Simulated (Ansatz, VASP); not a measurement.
**LiF in VASP and in Ansatz**

```
CELL_PARAMETERS angstrom
0.00000 1.97472 1.97472
1.97472 0.00000 1.97472
1.97472 1.97472 0.00000
ATOMIC_POSITIONS crystal
Li 0.00000 0.00000 0.00000
F 0.50000 0.50000 0.50000
```

Alike in both runs: task single point; functional r2SCAN; k mesh 10 × 10 × 10; no spin polarisation.

```csv
,VASP,Ansatz
version,VASP 6.6.1,Ansatz 0.2.0
potentials or method,"VASP PAW PBE potentials, release 64 (Li_sv, F)","plane waves, PAW"
plane-wave cutoff (eV),520,500
occupations,"gaussian, width 0.01 eV",fixed
valence electrons in the cell,10,10
```

Ansatz gave:

| Quantity | Value |
| --- | --- |
| gap on the k mesh at the Fermi level (eV) | 10.63 |

Estimate VASP's values.

gap on the k mesh at the Fermi level (eV): 10.85.

VASP's potentials were made for PBE, not for r2SCAN.

Noted on VASP's run: the cutoff is short for stress, so the pressure is rough.
